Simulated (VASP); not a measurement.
Runs of VASP 6.6.1 on ZnO. The structure is that of space group P6_3mc (No. 186), or close to it. The cells are those of the table. 

| cell | gap on the mesh (eV) | pressure (GPa) | largest force (eV/Å) |
| --- | --- | --- | --- |
| a = 3.235, b = 3.235, c = 5.211 Å, angles 90.0, 90.0, 120.0°, 4 atoms | 1.23 | 1.0 | 0.01 |
| a = 3.136, b = 3.136, c = 5.049 Å, angles 90.0, 90.0, 120.0°, 4 atoms | 1.38 | 19.1 | 0.01 |
| a = 3.203, b = 3.203, c = 5.159 Å, angles 90.0, 90.0, 120.0°, 4 atoms | 1.28 | 6.1 | - |
| a = 3.267, b = 3.267, c = 5.263 Å, angles 90.0, 90.0, 120.0°, 4 atoms | 1.19 | (b) | 0.02 |
| a = 3.299, b = 3.299, c = 5.314 Å, angles 90.0, 90.0, 120.0°, 4 atoms | 1.14 | (a) | 0.01 |

Alike in all rows: task single point; level r2SCAN; potentials or basis VASP PAW PBE potentials, release 64 (Zn, O); no spin polarisation; k mesh 12 × 12 × 6; cutoff (eV) 520; smearing gaussian 0.02 eV.

Problem. Fill in the values left out.

Solution. (a) -6.9; (b) -3.3.

Caveats: the PAW data sets were made with another functional, which shifts forces and pressure a little.

